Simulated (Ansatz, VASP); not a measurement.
PbSe in VASP and in Ansatz

```
Pb Se
1.0
     0.00000    3.06215    3.06215
     3.06215    0.00000    3.06215
     3.06215    3.06215    0.00000
Pb Se
1 1
Direct
  0.96734 0.03266 0.03266
  0.50000 0.50000 0.50000
```

Alike in both runs: task electric field gradients; functional PBE; k mesh 7 × 7 × 7; occupations fermi-dirac, width 0.02 eV; no spin polarisation.

|  | VASP | Ansatz |
| --- | --- | --- |
| version | VASP 6.6.1 | Ansatz 0.2.0 |
| potentials or method | VASP PAW PBE potentials, release 64 (Pb_d, Se), cutoff 400 eV | all-electron PAW with datasets made for the crystal, scalar-relativistic |

VASP gave:

```
gap on the k mesh at the Fermi level (eV)                     : 1.05
pressure (GPa)                                                : 2.9
traceless stress, the component that is largest in VASP (GPa) : 1.16
rms of the force components (eV/Å)                            : 0.137
size of Vzz on the site where it differs most (V/Å²)          : 76.4
```

Task: Which values does Ansatz return?

Result: gap on the k mesh at the Fermi level (eV): 1.04; pressure (GPa): 2.9; traceless stress, the component that is largest in VASP (GPa): 1.15; rms of the force components (eV/Å): 0.135; size of Vzz on the site where it differs most (V/Å²): 79.9.

Atom by atom the forces differ by 0.002 eV/Å (rms over components). Ansatz ran all-electron here, and VASP with PAW potentials.

Spin-orbit coupling is off throughout.
